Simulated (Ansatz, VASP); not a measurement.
# One calculation of Ta5W, two programs

```xyz
6
Lattice="4.6946 0.0000 0.0000 -2.3473 4.0656 0.0000 0.0000 0.0000 20.7914" Properties=species:S:1:pos:R:3 pbc="T T T"
W     0.0000    1.3552    8.3095
Ta    0.0000    4.0656    9.0465
Ta    2.3473    2.7104    9.7977
Ta    0.0000    1.3552   10.9937
Ta    0.0000    4.0656   11.7449
Ta    2.3473    2.7104   12.4819
```

Alike in both runs: task single point; functional PBE; k mesh 9 × 9 × 1; occupations fermi-dirac, width 0.08 eV; no spin polarisation.

|  | VASP | Ansatz |
| --- | --- | --- |
| version | VASP 6.6.1 | Ansatz 0.2.0 |
| potentials or method | VASP PAW PBE potentials, release 64 (W_sv, Ta_pv), cutoff 520 eV | all-electron LAPW, scalar-relativistic |

|  | VASP | Ansatz | Ansatz less VASP |
| --- | --- | --- | --- |
| rms of the force components (eV/Å) | 0.456 | 0.456 | +0.0001 |

Atom by atom the forces differ by 0.003 eV/Å (rms over components). Ansatz ran all-electron here, and VASP with PAW potentials.

Spin-orbit coupling is off throughout.
